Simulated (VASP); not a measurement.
# B (Fm-3m) in VASP: a series of runs

Runs on B. Level: PBE. Tasks: single point.

Program: VASP 6.6.1. These are calculated values, not measurements. Logs are shortened: lines on timing, memory, paths and dates and some standing lists are left out, and cuts for length are marked.

## Step 1: The cell of the first run

The structure is cubic, space group Fm-3m (No. 225). Conventional cell: a = 2.751 Å, b = 2.751 Å, c = 2.751 Å, α = 90.00°, β = 90.00°, γ = 90.00°. Within 2.6 Å of B (site symmetry m-3m) lie 12 B at 1.95 Å.

## Step 2: Single point, PBE (volume scaled by 0.884, to set the pressure)

INCAR reads:

```
PREC = Accurate
ENCUT = 520
EDIFF = 1E-7
ISMEAR = -1
SIGMA = 0.1
LREAL = False
LASPH = True
NELM = 100
ALGO = Normal
ISIF = 2
LWAVE = False
LCHARG = False
GGA = PE
NBANDS = 8
```

KPOINTS reads:

```
Automatic mesh
0
Gamma
  23 23 23
```

POSCAR reads:

```
B
1.0
    0.0000000000      1.3755575696      1.3755575696
    1.3755575696      0.0000000000      1.3755575696
    1.3755575696      1.3755575696      0.0000000000
B
1
Direct
    0.0000000000      0.0000000000      0.0000000000
```

Potentials or basis: VASP PAW PBE potentials, release 64 (B).

The run is started by

```sh
$ cat potpaw_PBE.64/B/POTCAR > POTCAR
$ mpirun -np 1 vasp_std > vasp.out
```

OUTCAR:

```text
PREC = Accurate
   ENCUT = 520
   EDIFF = 1E-7
   ISMEAR = -1
   LREAL = False
   LASPH = True
   NELM = 100
   ISIF = 2
   GGA = PE

 ion  position               nearest neighbor table
   1  0.000  0.000  0.000-

  LATTYP: Found a face centered cubic cell.
 ALAT       =     2.7511151392

  Lattice vectors:

 A1 = (   0.0000000000,   1.3755575696,   1.3755575696)
 A2 = (   1.3755575696,   0.0000000000,   1.3755575696)
 A3 = (   1.3755575696,   1.3755575696,   0.0000000000)

Analysis of symmetry for initial positions (statically):
=====================================================================
 Subroutine PRICEL returns:
 Original cell was already a primitive cell.

 Routine SETGRP: Setting up the symmetry group for a
 face centered cubic supercell.

 Subroutine GETGRP returns: Found 48 space group operations
 (whereof 48 operations were pure point group operations)
 out of a pool of 48 trial point group operations.

The static configuration has the point symmetry O_h .

Analysis of symmetry for dynamics (positions and initial velocities):
=====================================================================
 Subroutine PRICEL returns:
 Original cell was already a primitive cell.

 Routine SETGRP: Setting up the symmetry group for a
 face centered cubic supercell.

 Subroutine GETGRP returns: Found 48 space group operations
 (whereof 48 operations were pure point group operations)
 out of a pool of 48 trial point group operations.

The dynamic configuration has the point symmetry O_h .

 Subroutine INISYM returns: Found 48 space group operations
 (whereof 48 operations are pure point group operations),
 and found     1 'primitive' translations

----------------------------------------------------------------------------------------

                                     Primitive cell

  volume of cell :       5.2055

  direct lattice vectors                    reciprocal lattice vectors
     0.000000000  1.375557570  1.375557570    -0.363488967  0.363488967  0.363488967
     1.375557570  0.000000000  1.375557570     0.363488967 -0.363488967  0.363488967
     1.375557570  1.375557570  0.000000000     0.363488967  0.363488967 -0.363488967

  length of vectors
     1.945332171  1.945332171  1.945332171     0.629581359  0.629581359  0.629581359

  position of ions in fractional coordinates (direct lattice)
     0.000000000  0.000000000  0.000000000

  ion indices of the primitive-cell ions
   primitive index   ion index
                 1           1

----------------------------------------------------------------------------------------

 KPOINTS: Automatic mesh

Automatic generation of k-mesh.
 Grid dimensions read from file:
 generate k-points for:   23   23   23

 Generating k-lattice:

  Cartesian coordinates                     Fractional coordinates (reciprocal lattice)
    -0.015803868  0.015803868  0.015803868     0.043478261  0.000000000  0.000000000
     0.015803868 -0.015803868  0.015803868     0.000000000  0.043478261  0.000000000
     0.015803868  0.015803868 -0.015803868     0.000000000  0.000000000  0.043478261

  Length of vectors
     0.027373103  0.027373103  0.027373103

  Shift w.r.t. Gamma in fractional coordinates (k-lattice)
     0.000000000  0.000000000  0.000000000

 Subroutine IBZKPT returns following result:
 ===========================================

 Found    364 irreducible k-points:

 Following reciprocal coordinates:
            Coordinates               Weight
  0.000000  0.000000  0.000000      1.000000
  0.043478  0.000000  0.000000      8.000000
  0.086957  0.000000  0.000000      8.000000
  0.130435  0.000000  0.000000      8.000000
  0.173913  0.000000  0.000000      8.000000
  0.217391  0.000000  0.000000      8.000000
[... 16 lines left out ...]
  0.478261  0.043478  0.000000     24.000000
 -0.478261  0.043478  0.000000     24.000000
 [... further k-points ...]
   k-points           NKPTS =    364   k-points in BZ     NKDIM =    364   number of bands    NBANDS=      8
   number of dos      NEDOS =    301   number of ions     NIONS =      1
   total plane-waves  NPLWV =   2744
   dimension x,y,z NGX =    14 NGY =   14 NGZ =   14
   dimension x,y,z NGXF=    28 NGYF=   28 NGZF=   28
   ions per type =               1
   NGX,Y,Z   is equivalent  to a cutoff of  11.96, 11.96, 11.96 a.u.
   NGXF,Y,Z  is equivalent  to a cutoff of  23.93, 23.93, 23.93 a.u.
 SYSTEM =  unknown system
   PREC   = accura    normal or accurate (medium, high low for compatibility)
   ISTART =      0    job   : 0-new  1-cont  2-samecut
   ICHARG =      2    charge: 1-file 2-atom 10-const
   ISPIN  =      1    spin polarized calculation?
   LNONCOLLINEAR =      F non collinear calculations
   LSORBIT =      F    spin-orbit coupling
   LASPH  =      T    aspherical Exc in radial PAW
   ENCUT  =  520.0 eV  38.22 Ry    6.18 a.u.   3.62  3.62  3.62*2*pi/ulx,y,z
   NELM   =    100;   NELMIN=  2; NELMDL= -5     # of ELM steps
   EDIFF  = 0.1E-06   stopping-criterion for ELM
   LREAL  =      F    real-space projection
   EDIFFG = 0.1E-05   stopping-criterion for IOM
   NSW    =      0    number of steps for IOM
   IBRION =     -1    ionic relax: 0-MD 1-quasi-New 2-CG
   NFREE  =      0    steps in history (QN), initial steepest desc. (CG)
   ISIF   =      2    stress and relaxation
   ISYM   =      2    0-nonsym 1-usesym 2-fastsym
   POTIM  = 0.5000    time-step for ionic-motion
   TEBEG  =    0.0;   TEEND  =   0.0 temperature during run
   PSTRESS=    0.0 pullay stress
   NELECT =       3.0000    total number of electrons
   NUPDOWN=      -1.0000    fix difference up-down
   EMIN   =  10.00;   EMAX   =-10.00  energy-range for DOS
   EFERMI =   0.00;   METHOD = LEGACY
   ISMEAR =    -1;   SIGMA  =   0.10  broadening in eV -4-tet -1-fermi 0-gaus
   EFERMI_NEDOS =   21; number of points for ismear=-14 and -15
   IALGO  =     38    algorithm
   IMIX   =      4    mixing-type and parameters
     AMIX     =   0.40;   BMIX     =  1.00
     AMIX_MAG =   1.60;   BMIX_MAG =  1.00
  volume/ion in A,a.u.               =       5.21        35.13
  Fermi-wavevector in a.u.,A,eV,Ry     =   1.362364  2.574495 25.252897  1.856036
  Thomas-Fermi vector in A             =   2.488860
   LORBIT       =      0    0 simple, 1 ext, 2 COOP (PROOUT), +10 PAW based schemes
   GGA     = PE    functional components
   LHFCALC =     F    Hartree Fock is set to
   AEXX    =    0.0000 exact exchange contribution
   IVDW    =     0    specifies the selected vdW correction
   LEPSILON=     F    determine dielectric tensor
   LRPA    =     F    only Hartree local field effects (RPA)
 non-spin polarized calculation
  energy-cutoff  :      520.00
  volume of cell :        5.21
 maximum number of plane-waves:       150
   NGX =  7   NGY =  7   NGZ =  7

 number of electron       3.0000000 magnetization

 Free energy of the ion-electron system (eV)
  ---------------------------------------------------
  ext. energy  EPLUGINS =         0.00000000
  ---------------------------------------------------
  free energy    TOTEN  =        -5.27055370 eV

  energy without entropy =       -5.26427406  energy(sigma->0) =       -5.26741388

 E-fermi :  12.1839     XC(G=0): -13.5466

 val. band max:       12.1476341981   @ k =  -0.4783   0.3043   0.0870
 cond. band min:      12.2090511619   @ k =  -0.3913   0.4348   0.1739
 fundamental gap:      0.0614169638
 Fermi energy:        12.1839496371

 k-point     1 :       0.0000    0.0000    0.0000
  band No.  band energies     occupation
      1      -8.5646      2.00000
      2      30.0188      0.00000
      3      30.0188      0.00000
      4      30.0188      0.00000
      5      46.9922      0.00000
      6      46.9922      0.00000
      7      46.9922      0.00000
      8      50.8547      0.00000

 k-point     2 :       0.0435    0.0000    0.0000
  band No.  band energies     occupation
      1      -8.4769      2.00000
      2      29.5481      0.00000
      3      29.9182      0.00000
      4      29.9182      0.00000
      5      45.8579      0.00000
      6      47.2114      0.00000
      7      47.2114      0.00000
      8      52.6532      0.00000

 k-point     3 :       0.0870    0.0000    0.0000
  band No.  band energies     occupation
      1      -8.2139      2.00000
      2      28.1817      0.00000
      3      29.6384      0.00000
      4      29.6384      0.00000
      5      44.5133      0.00000
      6      47.8008      0.00000
      7      47.8008      0.00000
      8      55.6279      0.00000

 k-point     4 :       0.1304    0.0000    0.0000
  band No.  band energies     occupation
      1      -7.7756      2.00000
      2      26.0922      0.00000
      3      29.2346      0.00000
      4      29.2346      0.00000
      5      43.8449      0.00000
      6      48.5229      0.00000
      7      48.5229      0.00000
      8      54.9445      0.00000

 k-point     5 :       0.1739    0.0000    0.0000
  band No.  band energies     occupation
      1      -7.1628      2.00000
      2      23.5433      0.00000
      3      28.7699      0.00000
      4      28.7699      0.00000
      5      43.8058      0.00000
      6      48.8804      0.00000
      7      48.8804      0.00000
      8      53.1269      0.00000
[... 177 lines left out ...]
 k-point    22 :       0.4348    0.0435    0.0000
  band No.  band energies     occupation
      1      -0.6235      2.00000
      2       8.7489      2.00000
      3      26.2871      0.00000
      4      26.8636      0.00000
      5      41.7543      0.00000
      6      44.6529      0.00000
      7      48.5385      0.00000
      8      49.2385      0.00000

 k-point    23 :       0.4783    0.0435    0.0000
  band No.  band energies     occupation
      1       0.6298      2.00000
      2       7.0235      2.00000
      3      26.3573      0.00000
      4      26.5665      0.00000
      5      41.5470      0.00000
      6      44.0831      0.00000
      7      48.3274      0.00000
      8      49.8874      0.00000

 k-point    24 :      -0.4783    0.0435    0.0000
  band No.  band energies     occupation
      1       1.0701      2.00000
      2       6.4644      2.00000
      3      26.3425      0.00000
      4      26.5208      0.00000
      5      41.6172      0.00000
      6      43.7868      0.00000
      7      48.2870      0.00000
      8      50.0980      0.00000

 [... further k-points ...]
[... 5 lines left out ...]
  --------------------------------------------------------------------------------------
  -------------------------------------------------------------------------------------
  Total        1.3743190      1.3743190      1.3743190      0.0000000      0.0000000      0.0000000
  in kB      422.9916828    422.9916828    422.9916828      0.0000000      0.0000000      0.0000000
  external PRESSURE =     422.9916828 kB  Pullay stress =       0.0000000 kB

 VOLUME and BASIS-vectors are now :
 -----------------------------------------------------------------------------
  energy-cutoff  :      520.00
  volume of cell :        5.21
      direct lattice vectors                 reciprocal lattice vectors
     0.000000000  1.375557570  1.375557570    -0.363488967  0.363488967  0.363488967
     1.375557570  0.000000000  1.375557570     0.363488967 -0.363488967  0.363488967
     1.375557570  1.375557570  0.000000000     0.363488967  0.363488967 -0.363488967

 POSITION                                       TOTAL-FORCE (eV/Angst)
 -----------------------------------------------------------------------------------
      0.00000      0.00000      0.00000        -0.000000      0.000000      0.000000
 -----------------------------------------------------------------------------------
    total drift:                               -0.000000     -0.000000     -0.000000

  FREE ENERGIE OF THE ION-ELECTRON SYSTEM (eV)
  ---------------------------------------------------
  free  energy   TOTEN  =        -5.2705537042 eV

  energy  without entropy=       -5.2642740565  energy(sigma->0) =       -5.26741388
```

It took 4.9 s on 1 thread of Intel Xeon Platinum 8559C (Emerald Rapids), shared host; peak memory 0.11 GiB.

Results:

```
Free energy : -5.2706 eV
Pressure    : 42.3 GPa
```

Caveat: the cell differs from its parent crystal (volume scaled by 0.884, to set the pressure).

[end of part 1 of 2]
